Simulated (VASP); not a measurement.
# Ta4TeI (F-43m) in VASP: density of states with PBE

Aim: the density of states of Ta4TeI with PBE.

All numbers are computed with VASP 6.6.1; they aren't measurements. Logs are shortened: lines on timing, memory, paths and dates and some standing lists are left out, and cuts for length are marked.

## Step 1: The cell of the first run

Symmetry: F-43m, No. 216, cubic system. Conventional cell: a = 8.026 Å, b = 8.026 Å, c = 8.026 Å, α = 90.00°, β = 90.00°, γ = 90.00°. Within 3.7 Å of Ta (site symmetry 3m) lie 6 Ta at 2.83 to 2.85 Å and 3 I at 3.33 Å and 3 Te at 3.33 Å. Te (site symmetry -43m) has 12 Ta at 3.33 Å and 4 I at 3.48 Å within 4.4 Å. Within 4.4 Å of I (site symmetry -43m) lie 12 Ta at 3.33 Å and 4 Te at 3.48 Å.

## Step 2: Density of states, PBE

POSCAR

```
Ta4TeI
1.0
    0.0000000000      4.0130805323      4.0130805323
    4.0130805323      0.0000000000      4.0130805323
    4.0130805323      4.0130805323      0.0000000000
Ta Te I
4 1 1
Direct
    0.8736961031      0.3754346323      0.3754346323
    0.3754346323      0.3754346323      0.3754346323
    0.3754346323      0.8736961031      0.3754346323
    0.3754346323      0.3754346323      0.8736961031
    0.0000000000      0.0000000000      0.0000000000
    0.7500000000      0.7500000000      0.7500000000
```

INCAR.step1

```
SYSTEM = Ta4TeI
PREC = Accurate
ENCUT = 520
EDIFF = 1E-6
ISMEAR = 0
SIGMA = 0.1
LREAL = .FALSE.
LASPH = .TRUE.
NELM = 100
ALGO = Normal
ISIF = 2
LWAVE = .FALSE.
LCHARG = .TRUE.
LMAXMIX = 4
GGA = PE
NBANDS = 38
```

KPOINTS.step1

```
Automatic mesh
0
G
  8 8 8
  0 0 0
```

INCAR.step2

```
SYSTEM = Ta4TeI
PREC = Accurate
ENCUT = 520
EDIFF = 1E-6
ISMEAR = -5
SIGMA = 0.1
LREAL = .FALSE.
LASPH = .TRUE.
NELM = 100
ALGO = Normal
ISIF = 2
LWAVE = .FALSE.
LCHARG = .FALSE.
LMAXMIX = 4
GGA = PE
LORBIT = 11
NBANDS = 38
NEDOS = 1001
ICHARG = 11
```

KPOINTS.step2

```
Automatic mesh
0
G
  12 12 12
  0 0 0
```

Potentials or basis: VASP PAW PBE potentials, release 64 (Ta_pv, Te, I).

The run is started by

```console
cat potpaw_PBE.64/Ta_pv/POTCAR potpaw_PBE.64/Te/POTCAR potpaw_PBE.64/I/POTCAR > POTCAR
cp INCAR.step1 INCAR
cp KPOINTS.step1 KPOINTS
mpirun -np 1 vasp_std > vasp.out
cp INCAR.step2 INCAR
cp KPOINTS.step2 KPOINTS
mpirun -np 1 vasp_std > vasp.out
```

OUTCAR:

```text
SYSTEM = Ta4TeI
   PREC = Accurate
   ENCUT = 520
   EDIFF = 1E-6
   ISMEAR = -5
   LREAL = .FALSE.
   LASPH = .TRUE.
   NELM = 100
   ISIF = 2
   GGA = PE
   LORBIT = 11
   ICHARG = 11

 ion  position               nearest neighbor table
   1  0.874  0.375  0.375-   2 2.83   3 2.83   4 2.83   2 2.85   4 2.85   3 2.85   6 3.33   6 3.33
                             6 3.33   5 3.33   5 3.33   5 3.33
   2  0.375  0.375  0.375-   1 2.83   3 2.83   4 2.83   4 2.85   3 2.85   1 2.85   6 3.33   6 3.33
                             6 3.33   5 3.33   5 3.33   5 3.33
   3  0.375  0.874  0.375-   1 2.83   2 2.83   4 2.83   4 2.85   2 2.85   1 2.85   6 3.33   6 3.33
                             6 3.33   5 3.33   5 3.33   5 3.33
   4  0.375  0.375  0.874-   1 2.83   2 2.83   3 2.83   2 2.85   3 2.85   1 2.85   6 3.33   6 3.33
                             6 3.33   5 3.33   5 3.33   5 3.33
   5  0.000  0.000  0.000-   1 3.33   3 3.33   1 3.33   4 3.33   3 3.33   4 3.33   4 3.33   2 3.33
                             1 3.33   2 3.33   2 3.33   3 3.33   6 3.48   6 3.48   6 3.48   6 3.48
   6  0.750  0.750  0.750-   2 3.33   3 3.33   4 3.33   1 3.33   2 3.33   4 3.33   1 3.33   2 3.33
                             3 3.33   1 3.33   3 3.33   4 3.33   5 3.48   5 3.48   5 3.48   5 3.48

  LATTYP: Found a face centered cubic cell.
 ALAT       =     8.0261610646

  Lattice vectors:

 A1 = (   0.0000000000,   4.0130805323,   4.0130805323)
 A2 = (   4.0130805323,   0.0000000000,   4.0130805323)
 A3 = (   4.0130805323,   4.0130805323,   0.0000000000)

Analysis of symmetry for initial positions (statically):
=====================================================================
 Subroutine PRICEL returns:
 Original cell was already a primitive cell.

 Routine SETGRP: Setting up the symmetry group for a
 face centered cubic supercell.

 Subroutine GETGRP returns: Found 24 space group operations
 (whereof 24 operations were pure point group operations)
 out of a pool of 48 trial point group operations.

The static configuration has the point symmetry T_d .

Analysis of symmetry for dynamics (positions and initial velocities):
=====================================================================
 Subroutine PRICEL returns:
 Original cell was already a primitive cell.

 Routine SETGRP: Setting up the symmetry group for a
 face centered cubic supercell.

 Subroutine GETGRP returns: Found 24 space group operations
 (whereof 24 operations were pure point group operations)
 out of a pool of 48 trial point group operations.

The dynamic configuration has the point symmetry T_d .

 Subroutine INISYM returns: Found 24 space group operations
 (whereof 24 operations are pure point group operations),
 and found     1 'primitive' translations

----------------------------------------------------------------------------------------

                                     Primitive cell

  volume of cell :     129.2598

  direct lattice vectors                    reciprocal lattice vectors
     0.000000000  4.013080532  4.013080532    -0.124592566  0.124592566  0.124592566
     4.013080532  0.000000000  4.013080532     0.124592566 -0.124592566  0.124592566
     4.013080532  4.013080532  0.000000000     0.124592566  0.124592566 -0.124592566

  length of vectors
     5.675352916  5.675352916  5.675352916     0.215800654  0.215800654  0.215800654

  position of ions in fractional coordinates (direct lattice)
     0.873696103  0.375434632  0.375434632
     0.375434632  0.375434632  0.375434632
     0.375434632  0.873696103  0.375434632
     0.375434632  0.375434632  0.873696103
     0.000000000  0.000000000  0.000000000
     0.750000000  0.750000000  0.750000000

  ion indices of the primitive-cell ions
   primitive index   ion index
                 1           1
                 2           2
                 3           3
                 4           4
                 5           5
                 6           6

----------------------------------------------------------------------------------------

 KPOINTS: Automatic mesh

Automatic generation of k-mesh.
 Grid dimensions read from file:
 generate k-points for:   12   12   12

 Generating k-lattice:

  Cartesian coordinates                     Fractional coordinates (reciprocal lattice)
    -0.010382714  0.010382714  0.010382714     0.083333333  0.000000000  0.000000000
     0.010382714 -0.010382714  0.010382714     0.000000000  0.083333333  0.000000000
     0.010382714  0.010382714 -0.010382714     0.000000000  0.000000000  0.083333333

  Length of vectors
     0.017983388  0.017983388  0.017983388

  Shift w.r.t. Gamma in fractional coordinates (k-lattice)
     0.000000000  0.000000000  0.000000000

 TETIRR: Found    247 inequivalent tetrahedra from    10368

 Subroutine IBZKPT returns following result:
 ===========================================

 Found     72 irreducible k-points:

 Following reciprocal coordinates:
            Coordinates               Weight
  0.000000  0.000000  0.000000      1.000000
  0.083333  0.000000  0.000000      8.000000
  0.166667  0.000000  0.000000      8.000000
  0.250000  0.000000  0.000000      8.000000
  0.333333  0.000000  0.000000      8.000000
  0.416667  0.000000  0.000000      8.000000
[... 16 lines left out ...]
  0.500000  0.166667  0.000000     24.000000
 -0.416667  0.166667  0.000000     24.000000
 [... further k-points ...]
   k-points           NKPTS =     72   k-points in BZ     NKDIM =     72   number of bands    NBANDS=     38
   number of dos      NEDOS =   1001   number of ions     NIONS =      6
   total plane-waves  NPLWV =  74088
   dimension x,y,z NGX =    42 NGY =   42 NGZ =   42
   dimension x,y,z NGXF=    84 NGYF=   84 NGZF=   84
   ions per type =               4   1   1
   NGX,Y,Z   is equivalent  to a cutoff of  12.30, 12.30, 12.30 a.u.
   NGXF,Y,Z  is equivalent  to a cutoff of  24.61, 24.61, 24.61 a.u.
 SYSTEM =  Ta4TeI
   PREC   = accura    normal or accurate (medium, high low for compatibility)
   ISTART =      0    job   : 0-new  1-cont  2-samecut
   ICHARG =     11    charge: 1-file 2-atom 10-const
   ISPIN  =      1    spin polarized calculation?
   LNONCOLLINEAR =      F non collinear calculations
   LSORBIT =      F    spin-orbit coupling
   LASPH  =      T    aspherical Exc in radial PAW
   ENCUT  =  520.0 eV  38.22 Ry    6.18 a.u.  10.55 10.55 10.55*2*pi/ulx,y,z
   NELM   =    100;   NELMIN=  2; NELMDL=  0     # of ELM steps
   EDIFF  = 0.1E-05   stopping-criterion for ELM
   LREAL  =      F    real-space projection
   EDIFFG = 0.1E-04   stopping-criterion for IOM
   NSW    =      0    number of steps for IOM
   IBRION =     -1    ionic relax: 0-MD 1-quasi-New 2-CG
   NFREE  =      0    steps in history (QN), initial steepest desc. (CG)
   ISIF   =      2    stress and relaxation
   ISYM   =      2    0-nonsym 1-usesym 2-fastsym
   POTIM  = 0.5000    time-step for ionic-motion
   TEBEG  =    0.0;   TEEND  =   0.0 temperature during run
   PSTRESS=    0.0 pullay stress
   NELECT =      57.0000    total number of electrons
   NUPDOWN=      -1.0000    fix difference up-down
   EMIN   =  10.00;   EMAX   =-10.00  energy-range for DOS
   EFERMI =   0.00;   METHOD = LEGACY
   ISMEAR =    -5;   SIGMA  =   0.10  broadening in eV -4-tet -1-fermi 0-gaus
   EFERMI_NEDOS =   21; number of points for ismear=-14 and -15
   IALGO  =     38    algorithm
   IMIX   =      4    mixing-type and parameters
     AMIX     =   0.40;   BMIX     =  1.00
     AMIX_MAG =   1.60;   BMIX_MAG =  1.00
  volume/ion in A,a.u.               =      21.54       145.38
  Fermi-wavevector in a.u.,A,eV,Ry     =   1.246078  2.354746 21.125909  1.552710
  Thomas-Fermi vector in A             =   2.380272
   LORBIT       =     11    0 simple, 1 ext, 2 COOP (PROOUT), +10 PAW based schemes
   GGA     = PE    functional components
   LHFCALC =     F    Hartree Fock is set to
   AEXX    =    0.0000 exact exchange contribution
   IVDW    =     0    specifies the selected vdW correction
   LEPSILON=     F    determine dielectric tensor
   LRPA    =     F    only Hartree local field effects (RPA)
 non-spin polarized calculation
 Fermi weights with tetrahedron method with Bloechl corrections
  energy-cutoff  :      520.00
  volume of cell :      129.26
 maximum number of plane-waves:      3511

 number of electron      56.9999991 magnetization

 Free energy of the ion-electron system (eV)
  ---------------------------------------------------
  ext. energy  EPLUGINS =         0.00000000
  ---------------------------------------------------
  free energy    TOTEN  =       -47.01270771 eV

  energy without entropy =      -47.01270771  energy(sigma->0) =      -47.01270771

 E-fermi :   7.5317     XC(G=0): -11.5463

 val. band max:        7.5444510201   @ k =   0.5000   0.2500   0.0000
 cond. band min:       7.4312759040   @ k =   0.5000   0.1667   0.0000
 fundamental gap:     -0.1131751161
 Fermi energy:         7.5317172703

 k-point     1 :       0.0000    0.0000    0.0000
  band No.  band energies     occupation
      1     -27.5200      2.00000
      2     -27.2121      2.00000
      3     -27.2121      2.00000
      4     -27.2121      2.00000
      5     -27.0991      2.00000
      6     -27.0991      2.00000
[... 30 lines left out ...]
     37      10.1882      0.00000
     38      10.2004      0.00000

 k-point     2 :       0.0833    0.0000    0.0000
  band No.  band energies     occupation
      1     -27.5062      2.00000
      2     -27.2082      2.00000
      3     -27.2060      2.00000
      4     -27.2060      2.00000
      5     -27.0960      2.00000
      6     -27.0960      2.00000
[... 30 lines left out ...]
     37      10.2205      0.00000
     38      10.4132      0.00000

 k-point     3 :       0.1667    0.0000    0.0000
  band No.  band energies     occupation
      1     -27.4686      2.00000
      2     -27.1943      2.00000
      3     -27.1905      2.00000
      4     -27.1905      2.00000
      5     -27.0845      2.00000
      6     -27.0845      2.00000
[... 30 lines left out ...]
     37      10.1131      0.00000
     38      10.4911      0.00000

 k-point     4 :       0.2500    0.0000    0.0000
  band No.  band energies     occupation
      1     -27.4190      2.00000
      2     -27.1732      2.00000
      3     -27.1732      2.00000
      4     -27.1626      2.00000
      5     -27.0591      2.00000
      6     -27.0591      2.00000
[... 30 lines left out ...]
     37      10.1017      0.00000
     38      10.5955      0.00000
[... 703 lines left out ...]
      4     -27.1075      2.00000
      5     -26.9867      2.00000
      6     -26.9585      2.00000
[... 30 lines left out ...]
     37      10.1337      0.00000
     38      10.4145      0.00000

 k-point    23 :       0.5000    0.1667    0.0000
  band No.  band energies     occupation
      1     -27.2986      2.00000
      2     -27.1446      2.00000
      3     -27.1197      2.00000
      4     -27.0531      2.00000
      5     -26.9244      2.00000
      6     -26.9202      2.00000
[... 30 lines left out ...]
     37       9.9928      0.00000
     38      10.1895      0.00000

 k-point    24 :      -0.4167    0.1667    0.0000
  band No.  band energies     occupation
      1     -27.2973      2.00000
      2     -27.1445      2.00000
      3     -27.1179      2.00000
      4     -27.0175      2.00000
      5     -26.9612      2.00000
      6     -26.9199      2.00000
[... 30 lines left out ...]
     37       9.8888      0.00000
     38      10.0761      0.00000

 [... further k-points ...]
[... 5 lines left out ...]
  --------------------------------------------------------------------------------------
  -------------------------------------------------------------------------------------
  Total       -0.0426539     -0.0426539     -0.0426539     -0.0000000     -0.0000000      0.0000000
  in kB       -0.5286952     -0.5286952     -0.5286952     -0.0000000     -0.0000000      0.0000000
  external PRESSURE =      -0.5286952 kB  Pullay stress =       0.0000000 kB

 VOLUME and BASIS-vectors are now :
 -----------------------------------------------------------------------------
  energy-cutoff  :      520.00
  volume of cell :      129.26
      direct lattice vectors                 reciprocal lattice vectors
     0.000000000  4.013080532  4.013080532    -0.124592566  0.124592566  0.124592566
     4.013080532  0.000000000  4.013080532     0.124592566 -0.124592566  0.124592566
     4.013080532  4.013080532  0.000000000     0.124592566  0.124592566 -0.124592566

 POSITION                                       TOTAL-FORCE (eV/Angst)
 -----------------------------------------------------------------------------------
      3.01330      5.01286      5.01286        -0.003950      0.003950      0.003950
      3.01330      3.01330      3.01330        -0.003950     -0.003950     -0.003950
      5.01286      3.01330      5.01286         0.003950     -0.003950      0.003950
      5.01286      5.01286      3.01330         0.003950      0.003950     -0.003950
      0.00000      0.00000      0.00000        -0.000000     -0.000000     -0.000000
      6.01962      6.01962      6.01962        -0.000000     -0.000000     -0.000000
 -----------------------------------------------------------------------------------
    total drift:                               -0.005127     -0.005127     -0.005127

  FREE ENERGIE OF THE ION-ELECTRON SYSTEM (eV)
  ---------------------------------------------------
  free  energy   TOTEN  =       -47.0127077070 eV

  energy  without entropy=      -47.0127077070  energy(sigma->0) =      -47.01270771

 total charge

# of ion       s       p       d       tot
------------------------------------------
    1        0.372   6.105   2.425   8.902
    2        0.372   6.105   2.425   8.902
    3        0.372   6.105   2.425   8.902
    4        0.372   6.105   2.425   8.902
    5        1.426   1.736   0.089   3.252
    6        1.581   2.458   0.125   4.164
--------------------------------------------------
tot          4.497  28.613   9.915  43.025
```

Wall time 8 min (1 thread of Intel Xeon Platinum 8375C at 2.90GHz (Ice Lake), shared host); peak memory 0.46 GiB.

Results:

- Valence electrons inside the program's atomic spheres: Ta 8.90; Te 3.25; I 4.16

Caveat: spin-orbit coupling is left out, which moves the levels of the heavy elements; an odd number of electrons without spin polarisation forces a metal; a magnetic or distorted state may lie lower; tetrahedron occupations give inexact forces and stress in metals.
